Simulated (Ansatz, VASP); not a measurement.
# One calculation of ZnCu, two programs

```xyz
2
Lattice="1.4880 -2.1213 0.0000 1.4880 2.1213 0.0000 0.0000 0.0000 4.1407" Properties=species:S:1:pos:R:3 pbc="T T T"
Zn    1.4880    0.0000    2.0704
Cu    0.0000    0.0000    0.0000
```

Alike in both runs: task single point; functional LDA; k mesh 16 × 16 × 9; occupations fermi-dirac, width 0.05 eV; no spin polarisation.

|  | VASP | Ansatz |
| --- | --- | --- |
| version | VASP 6.6.1 | Ansatz 0.2.0 |
| potentials or method | VASP PAW LDA potentials, release 64 (Zn, Cu) | PAW with Ansatz's default frozen-core files, scalar-relativistic |
| plane-wave cutoff (eV) | 520 | 420 |
| valence electrons in the cell | 23 | 31 |

|  | VASP | Ansatz | Ansatz less VASP |
| --- | --- | --- | --- |
| pressure (GPa) | -10.8 | -11.4 | -0.66 |
| traceless stress, the component that is largest in VASP (GPa) | 1.26 | 1.24 | -0.023 |

LDA's correlation is that of Perdew and Zunger in VASP and of Perdew and Wang (1992) in Ansatz. VASP's potentials hold 23 valence electrons a cell and Ansatz's 31, so a difference there can come from the potentials and not from the codes.
